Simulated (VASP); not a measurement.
Set up this calculation in VASP 6.6.1, as the native input.

| Item | Value |
| --- | --- |
| Task | single point |
| Functional | PBE |
| Dispersion | D4 |
| Potentials or basis | VASP PAW PBE potentials, release 64 (Na_pv, F) |
| Cutoff | 520 eV |
| k mesh | 6 × 6 × 6 |
| Occupations | gaussian, width 0.01 eV |
| Spin | no spin polarisation |
| Dipole correction | no |
| Further INCAR settings | ALGO = Normal; EDIFF = 1e-06; NBANDS = 14 |

The structure of NaF lies in POSCAR:

```
NaF
1.0
    0.0000000000      2.3387489716      2.3387489716
    2.3387489716      0.0000000000      2.3387489716
    2.3387489716      2.3387489716      0.0000000000
Na F
1 1
Direct
    0.0000000000      0.0000000000      0.0000000000
    0.5000000000      0.5000000000      0.5000000000
```

These files were run (other wordings do the same):

INCAR

```
PREC = Accurate ; ENCUT = 520
EDIFF = 1E-6 ; ISMEAR = 0
SIGMA = 0.01 ; LREAL = F
LASPH = T ; NELM = 80
ALGO = Normal ; ISIF = 2
LWAVE = F ; LCHARG = F
GGA = PE ; IVDW = 13
NBANDS = 14
```

KPOINTS

```
Automatic mesh
0
Gamma
  6 6 6
```

Potentials or basis: VASP PAW PBE potentials, release 64 (Na_pv, F).

The run is started by

```console
$ cat potpaw_PBE.64/Na_pv/POTCAR potpaw_PBE.64/F/POTCAR > POTCAR
$ mpirun -np 1 vasp_std > vasp.out
```

Results of the run:

* Pressure: -0.1 GPa
* Band gap on the k mesh: 6.15 eV
* Dispersion energy per atom: -0.050 eV

It took 8.3 s on 1 thread of Intel(R) Xeon(R) Platinum 8259CL CPU @ 2.50GHz (Skylake/Cascade Lake), on a shared host, peak memory 0.15 GiB.
